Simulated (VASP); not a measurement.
**K2S: elastic constants with LDA**

Crystal: K2S.

```
S K
1.0
     0.00000    3.59540    3.59540
     3.59540    0.00000    3.59540
     3.59540    3.59540    0.00000
S K
1 2
Direct
  0.00000 0.00000 0.00000
  0.25000 0.25000 0.25000
  0.75000 0.75000 0.75000
```

```
Program                   : VASP 6.6.1
Task                      : elastic constants
Functional                : LDA
Potentials or basis       : VASP PAW LDA potentials, release 64 (S, K_sv)
Cutoff                    : 500 eV
k mesh                    : 8 × 8 × 8
Occupations               : gaussian, width 0.01 eV
Spin                      : no spin polarisation
Dipole correction         : no
Ions in elastic constants : relaxed
Further INCAR settings    : ALGO = Normal; EDIFF = 1e-08; IBRION = 6; POTIM = 0.015; NSW = 1; ISIF = 3
```

```
Elastic constants C11, C12, C44                         : 40, 16, 10 GPa
Voigt bulk modulus                                      : 24 GPa
Highest phonon frequency at Γ, LO-TO splitting left out : 183 cm⁻¹
```

Phonon frequencies in cm⁻¹ (negative: imaginary):
```csv
q point,frequencies
"(0.000, 0.000, 0.000)",0 0 0 134 134 134 183 183 183
```

Elastic tensor in Voigt notation (GPa, in the Cartesian axes of the cell as first typed):
```
40 16 16  0  0  0
16 40 16  0  0  0
16 16 40  0  0  0
 0  0  0 10  0  0
 0  0  0  0 10  0
 0  0  0  0  0 10
```

Clamped-ion elastic tensor (GPa):
```
40 16 16  0  0  0
16 40 16  0  0  0
16 16 40  0  0  0
 0  0  0 15  0  0
 0  0  0  0 15  0
 0  0  0  0  0 15
```

Run time: 20 min on 1 thread of AMD EPYC 9R45 96-Core Processor (Zen 5) (shared host), peak memory 0.41 GiB.
